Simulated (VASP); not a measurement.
Input of a VASP 6.6.1 run:

Contents of INCAR:

```
PREC = Accurate ; ENCUT = 520
EDIFF = 1E-7 ; ISMEAR = 0
SIGMA = 0.03 ; LREAL = False
LASPH = True ; NELM = 80
ALGO = Normal ; ISIF = 2
LWAVE = False ; LCHARG = False
GGA = CA ; NBANDS = 26
```

The input KPOINTS:

```
Automatic mesh
0
Gamma
  12 12 6
```

Contents of POSCAR:

```
SiGe
1.0
    3.9347269532      0.0000000000      0.0000000000
   -1.9673634766      3.4075734984      0.0000000000
    0.0000000000      0.0000000000      5.9371094996
Si Ge
2 2
Direct
    0.6666666667      0.3333333333      0.8745031008
    0.3333333333      0.6666666667      0.3745031008
    0.6666666667      0.3333333333      0.5004958992
    0.3333333333      0.6666666667      0.0004958992
```

Potentials or basis: VASP PAW LDA potentials, release 64 (Si, Ge_d).

The run is started by

```bash
$ cat potpaw_LDA.64/Si/POTCAR potpaw_LDA.64/Ge_d/POTCAR > POTCAR
$ mpirun -np 1 vasp_std > vasp.out
```

Question: What does it give for the band gap on the k mesh?

Answer: Zero (band 18 reaches 6.21 eV, above the bottom of band 19 at 5.91 eV).

Question: Predict the largest force.

Answer: 1.427 eV/Å.

Question: Estimate the pressure.

Answer: 5.4 GPa.

Stress tensor (GPa, compression positive):
```
-2.87  0.00  0.00
 0.00 -2.87  0.00
 0.00  0.00 21.90
```

Caveat: forces of over 1 eV/Å act on the atoms, so gaps and moduli don't describe the material at rest.
